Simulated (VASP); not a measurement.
Crystal: Ge.

```
Ge
1.0
     3.99759    0.00000    0.00000
    -1.99879    3.46201    0.00000
     0.00000    0.00000    6.59938
Ge
4
Cartesian
  0.0000 2.3080 6.1843
  1.9988 1.1540 2.8846
  0.0000 2.3080 3.7148
  1.9988 1.1540 0.4151
```

- Program: VASP 6.6.1
- Task: relaxation of cell and atoms
- Functional: BLYP
- Dispersion: D4
- Potentials or basis: VASP PAW PBE potentials, release 64 (Ge_d)
- Cutoff: 600 eV
- k mesh: 8 × 8 × 4
- Occupations: fermi-dirac, width 0.05 eV
- Spin: no spin polarisation

At the start: pressure 2.3 GPa; volume 22.83 Å³/atom.

Problem. Where does the relaxation end?

Solution. Over 7 steps the energy falls by 6.0 meV/atom and the volume is 23.68 Å³/atom (+3.7 %); space group P6_3/mmc (No. 194, to 0.05 Å).

The path:
| step | energy change (eV) | largest force (eV/Å) | pressure (GPa) | volume (Å³) |
| --- | --- | --- | --- | --- |
| 1 | 0.0000 | 0.0387 | 2.30 | 91.33 |
| 2 | -0.0223 | 0.0230 | -0.47 | 95.73 |
| 3 | -0.0240 | 0.0088 | -0.12 | 94.81 |
| 4 | -0.0240 | 0.0065 | 0.15 | 94.63 |
| 5 | -0.0240 | 0.0116 | -0.05 | 94.73 |
| 6 | -0.0240 | 0.0085 | 0.13 | 94.63 |
| 7 | -0.0240 | 0.0061 | -0.02 | 94.70 |

Final structure:
```xyz
4
Lattice="4.0458 0.0000 0.0000 -2.0229 3.5038 0.0000 0.0000 0.0000 6.6806" Properties=species:S:1:pos:R:3 pbc="T T T"
Ge    0.0000    2.3359    6.2591
Ge    2.0229    1.1679    2.9188
Ge    0.0000    2.3359    3.7618
Ge    2.0229    1.1679    0.4215
```

Caveat: the PAW data sets were made with another functional, which shifts forces and pressure a little.
